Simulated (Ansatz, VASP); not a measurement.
# Hf: VASP beside Ansatz

The input INCAR:

```
ALGO = Normal ; EDIFF = 1E-7
ENCUT = 520 ; GGA = PE
ISIF = 2 ; ISMEAR = -1
LASPH = T ; LCHARG = F
LREAL = F ; LWAVE = F
NBANDS = 17 ; NELM = 100
PREC = Accurate ; SIGMA = 0.05
```

KPOINTS

```
k-points
0
Gamma
  13 13 7
```

POSCAR

```
Hf
1.0
    3.1346207989      0.0000000000      0.0000000000
   -1.5673103994      2.7146612430      0.0000000000
    0.0000000000      0.0000000000      5.2601120000
Hf
2
Direct
    0.3333333333      0.6666666667      0.2500000000
    0.6666666667      0.3333333333      0.7500000000
```

Input for Ansatz:

```yaml
crystal:
  lattice:
    - [3.1346207989, 0.0, 0.0]
    - [-1.5673103994, 2.714661243, 0.0]
    - [0.0, 0.0, 5.260112]
  atoms:
    - { symbol: Hf, position: [0.3333333333, 0.6666666667, 0.25] }
    - { symbol: Hf, position: [0.6666666667, 0.3333333333, 0.75] }
kpoints:
  mp_grid: { grid: [13, 13, 7] }
scf:
  occupations: { method: fermi_dirac, width: 0.05 }
hamiltonian:
  xc: pbe
  pseudopotentials: { kind: all_electron, lapw: { basis_error: 0.0005 } }
output:
  forces: true
  stress: true
  eigenvalues: true
```

Change from the starting cell: z stretched by +4 % at fixed volume.

Alike in both runs: task single point; functional PBE; k mesh 13 × 13 × 7; occupations fermi-dirac, width 0.05 eV; no spin polarisation.

|  | VASP | Ansatz |
| --- | --- | --- |
| version | VASP 6.6.1 | Ansatz 0.2.0 |
| potentials or method | VASP PAW PBE potentials, release 64 (Hf_pv), cutoff 520 eV | all-electron LAPW, scalar-relativistic |

Ansatz gave:

| Quantity | Value |
| --- | --- |
| pressure (GPa) | 0.7 |
| traceless stress, the component that is largest in VASP (GPa) | -4.64 |

Problem. Estimate VASP's values.

Solution. Pressure (GPa): 0.3; traceless stress, the component that is largest in VASP (GPa): -4.69.

Ansatz ran all-electron here, and VASP with PAW potentials.

Spin-orbit coupling is off throughout.
